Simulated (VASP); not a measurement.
Here is a VASP 6.6.1 calculation.

Contents of INCAR:

```
SYSTEM = MgI2
PREC = Accurate ; ENCUT = 600
EDIFF = 1E-6 ; ISMEAR = 0
SIGMA = 0.02 ; LREAL = .FALSE.
LASPH = .TRUE. ; NELM = 80
ALGO = Normal ; ISIF = 3
LWAVE = .FALSE. ; LCHARG = .FALSE.
GGA = PE ; IBRION = 2
NSW = 70 ; EDIFFG = -0.008
PSTRESS = 900.0
```

The input KPOINTS:

```
Automatic mesh
0
G
  12 12 6
  0 0 0
```

POSCAR

```
MgI2
1.0
    3.3270731250      0.0000000000      0.0000000000
   -1.6635365625      2.8813298465      0.0000000000
    0.0000000000      0.0000000000      5.5883711368
Mg I
1 2
Direct
    0.0000000000      0.0000000000      0.0000000000
    0.3333333333      0.6666666667      0.7149116918
    0.6666666667      0.3333333333      0.2850883082
```

Potentials or basis: VASP PAW PBE potentials, release 64 (Mg, I).

Launch:

```bash
$ cat potpaw_PBE.64/Mg/POTCAR potpaw_PBE.64/I/POTCAR > POTCAR
$ mpirun -np 1 vasp_std > vasp.out
```

**Question.** Estimate the space group after relaxing (to 0.05 Å).

**Answer.** P-3m1 (No. 164).

**Question.** Estimate the band gap on the k mesh.

**Answer.** 0.47 eV, indirect (least direct gap 2.61 eV).

Forces on the atoms (eV/Å):
```
Mg   0.000  0.000  0.000
I    0.000  0.000 -0.004
I    0.000  0.000  0.004
```

Caveat: the cell is relaxed towards a set pressure, so the enthalpy falls and the energy may rise; spin-orbit coupling is left out, which moves the levels of the heavy elements. A k mesh can miss the band edges.
